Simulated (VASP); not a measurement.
# Ge: single point with PBE

Ge:

```
Ge
1.0
     4.75315    0.00000    0.00000
    -2.37657    4.11634    0.00000
     0.00000    0.00000    2.68416
Ge
3
Direct
  0.00000 0.00000 0.00000
  0.33333 0.66667 0.50000
  0.66667 0.33333 0.50000
```

```
Program                : VASP 6.6.1
Task                   : single point
Functional             : PBE
Potentials or basis    : VASP PAW PBE potentials, release 64 (Ge_d)
Cutoff                 : 520 eV
k mesh                 : 8 × 8 × 11
Occupations            : fermi-dirac, width 0.05 eV
Spin                   : no spin polarisation
Dipole correction      : no
Further INCAR settings : ALGO = Normal; EDIFF = 1e-06; NBANDS = 28
```

```
Pressure               : 8.2 GPa
Band gap on the k mesh : zero (band 21 reaches 9.36 eV, above the bottom of band 22 at 4.02 eV)
```

Levels at points of the mesh, in eV from the Fermi level:
```csv
k point,band 19,band 20,band 21,band 22,band 23,band 24
"(0.00, 0.00, 0.00)",-3.60,-3.60,-3.52,-3.52,5.90,9.25
"(0.50, 0.00, 0.00)",-5.88,1.01,1.11,2.83,3.09,4.75
```

It took 24 s on 1 thread of Intel(R) Xeon(R) 6975P-C (Granite Rapids), on a shared host, peak memory 0.2 GiB.
